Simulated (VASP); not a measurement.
A run of VASP 6.6.1 is set up as follows.

INCAR

```
SYSTEM = Na4TmSb
PREC = Accurate
ENCUT = 500
EDIFF = 1E-6
ISMEAR = 0
SIGMA = 0.1
LREAL = .FALSE.
LASPH = .TRUE.
NELM = 200
ALGO = Normal
ISIF = 2
LWAVE = .FALSE.
LCHARG = .FALSE.
GGA = PE
NBANDS = 30
GGA_COMPAT = .FALSE.
LMAXMIX = 6
```

KPOINTS

```
regular mesh
0
G
  4 4 4
  0 0 0
```

The input POSCAR:

```
Na4TmSb
1.0
    5.0871731846      0.0000000000      0.0000000000
    0.0000000000      5.0871731846      0.0000000000
    0.0000000000      0.0000000000      9.2500485228
Na Tm Sb
4 1 1
Direct
    0.5000000000      0.0000000000      0.1878162994
    0.5000000000      0.0000000000      0.8121837006
    0.0000000000      0.5000000000      0.8121837006
    0.0000000000      0.5000000000      0.1878162994
    0.0000000000      0.0000000000      0.5000000000
    0.5000000000      0.5000000000      0.0000000000
```

Potentials or basis: VASP PAW PBE potentials, release 64 (Na_pv, Tm_3, Sb), 4f in core.

Command:

```sh
$ cat potpaw_PBE.64/Na_pv/POTCAR potpaw_PBE.64/Tm_3/POTCAR potpaw_PBE.64/Sb/POTCAR > POTCAR
$ mpirun -np 1 vasp_std > vasp.out
```

(1) Estimate the largest force.

(2) Predict the pressure.

(3) What does it give for the band gap on the k mesh?

Answers

(1) 0.023 eV/Å.

(2) 0.0 GPa.

(3) zero (bands 21 and 22 overlap by 0.30 eV).

Caveat: spin-orbit coupling is left out, which moves the levels of the heavy elements; the 4f electrons are frozen in the core, so they carry no moment and show no levels.
